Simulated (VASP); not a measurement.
A run of VASP 6.6.1:

INCAR

```
PREC = Accurate
ENCUT = 520
EDIFF = 1E-8
ISMEAR = 0
SIGMA = 0.01
LREAL = F
LASPH = T
NELM = 60
ALGO = Normal
ISIF = 2
LWAVE = F
LCHARG = F
GGA = PS
NBANDS = 11
IBRION = 8
NSW = 1
LEPSILON = T
```

File KPOINTS:

```
Automatic mesh
0
Gamma
  12 12 12
```

POSCAR

```
SiC
1.0
    0.0000000000      2.1456545210      2.1456545210
    2.1456545210      0.0000000000      2.1456545210
    2.1456545210      2.1456545210      0.0000000000
Si C
1 1
Direct
    0.0000000000      0.0000000000      0.0000000000
    0.7500000000      0.7500000000      0.7500000000
```

Potentials or basis: VASP PAW PBE potentials, release 64 (Si, C).

Command:

```bash
$ cat potpaw_PBE.64/Si/POTCAR potpaw_PBE.64/C/POTCAR > POTCAR
$ mpirun -np 1 vasp_std > vasp.out
```

Hardware: 1 thread of Intel(R) Xeon(R) Platinum 8259CL CPU @ 2.50GHz (Skylake/Cascade Lake), on a shared host.

Estimate the wall time of this run.

Run time: 3.5 min on 1 thread of Intel(R) Xeon(R) Platinum 8259CL CPU @ 2.50GHz (Skylake/Cascade Lake) (shared host), peak memory 0.26 GiB. Counts: scf iterations 108, k points 72.
